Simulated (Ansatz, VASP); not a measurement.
# Two plane-wave programs on Bi

```xyz
1
Lattice="-1.9929 1.9929 1.9929 1.9929 -1.9929 1.9929 1.9929 1.9929 -1.9929" Properties=species:S:1:pos:R:3 pbc="T T T"
Bi    0.0000    0.0000    0.0000
```

Alike in both runs: task single point; functional PBE; k mesh 18 × 18 × 18; occupations fermi-dirac, width 0.1 eV; no spin polarisation.

|  | VASP | Ansatz |
| --- | --- | --- |
| version | VASP 6.6.1 | Ansatz 0.2.0 |
| potentials or method | VASP PAW PBE potentials, release 64 (Bi_d), cutoff 520 eV | plane waves (420 eV) with PAW, scalar-relativistic |
| valence electrons in the cell | 15 | 15 |

```tsv
	VASP	Ansatz	Ansatz less VASP
pressure (GPa)	-0.1	0.0	+0.05
```

With one functional, cell and mesh, what is left measures potentials, basis and numerics.

Spin-orbit coupling is off throughout.
